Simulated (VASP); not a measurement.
A run of VASP 6.6.1 is set up as follows.

The input INCAR:

```
SYSTEM = LiH
PREC = Accurate
ENCUT = 520
EDIFF = 1E-7
ISMEAR = -1
SIGMA = 0.02
LREAL = .FALSE.
LASPH = .TRUE.
NELM = 80
ALGO = Normal
ISIF = 2
LWAVE = .FALSE.
LCHARG = .TRUE.
GGA = PE
LELF = .TRUE.
LVHAR = .TRUE.
NBANDS = 9
```

File KPOINTS:

```
Automatic mesh
0
G
  10 10 10
  0 0 0
```

File POSCAR:

```
LiH
1.0
    2.5644503454      0.0000000000      0.0000000000
    0.0000000000      2.5644503454      0.0000000000
    0.0000000000      0.0000000000      2.5644503454
Li H
1 1
Direct
    0.0000000000      0.0000000000      0.0000000000
    0.5000000000      0.5000000000      0.5000000000
```

Potentials or basis: VASP PAW PBE potentials, release 64 (Li_sv, H).

The run is started by

```bash
$ cat potpaw_PBE.64/Li_sv/POTCAR potpaw_PBE.64/H/POTCAR > POTCAR
$ mpirun -np 1 vasp_std > vasp.out
```

Q: Estimate the band gap on the k mesh.

A: 0.75 eV, indirect (least direct gap 4.16 eV).

Caveat: the cell differs from its parent crystal (strain +2.5%). A k mesh can miss the band edges.
